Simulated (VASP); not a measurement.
Write the native input for VASP 6.6.1 that does the following.

| Item | Value |
| --- | --- |
| Task | single point |
| Functional | LDA |
| Potentials or basis | VASP PAW LDA potentials, release 64 (Cs_sv, H) |
| Cutoff | 520 eV |
| k mesh | 8 × 8 × 8 |
| Occupations | gaussian, width 0.05 eV |
| Spin | no spin polarisation |
| Dipole correction | no |
| Further INCAR settings | ALGO = Normal; EDIFF = 1e-06; NBANDS = 12 |

The structure of CsH lies in POSCAR:

```
CsH
1.0
    0.1195500000      3.1880000000      3.1880000000
    3.3075500000      0.0000000000      3.3075500000
    3.1880000000      3.1880000000      0.1195500000
Cs H
1 1
Direct
    0.0000000000      0.0000000000      0.0000000000
    0.5000000000      0.5000000000      0.5000000000
```

This cell differs from its parent crystal: strain +0.0750 x Voigt [0, 0, 0, 0, 1, 0].

One way to write it, as run:

INCAR

```
  PREC = Accurate
  ENCUT = 520
  EDIFF = 1E-6
  ISMEAR = 0
  SIGMA = 0.05
  LREAL = False
  LASPH = True
  NELM = 100
  ALGO = Normal
  ISIF = 2
  LWAVE = False
  LCHARG = False
  GGA = CA
  NBANDS = 12
```

KPOINTS

```
regular mesh
0
Gamma
  8 8 8
```

Potentials or basis: VASP PAW LDA potentials, release 64 (Cs_sv, H).

Launch:

```bash
$ cat potpaw_LDA.64/Cs_sv/POTCAR potpaw_LDA.64/H/POTCAR > POTCAR
$ mpirun -np 1 vasp_std > vasp.out
```

It gave:

* Pressure: -1.3 GPa
* Band gap on the k mesh: 1.89 eV (least direct gap 1.93 eV)

Caveat: the cell differs from its parent crystal (strain +0.0750 x Voigt [0, 0, 0, 0, 1, 0]); spin-orbit coupling is left out, which moves the levels of the heavy elements.

Run time: 100 s on 1 thread of Intel Xeon 8259CL, on a shared host, peak memory 0.22 GiB.
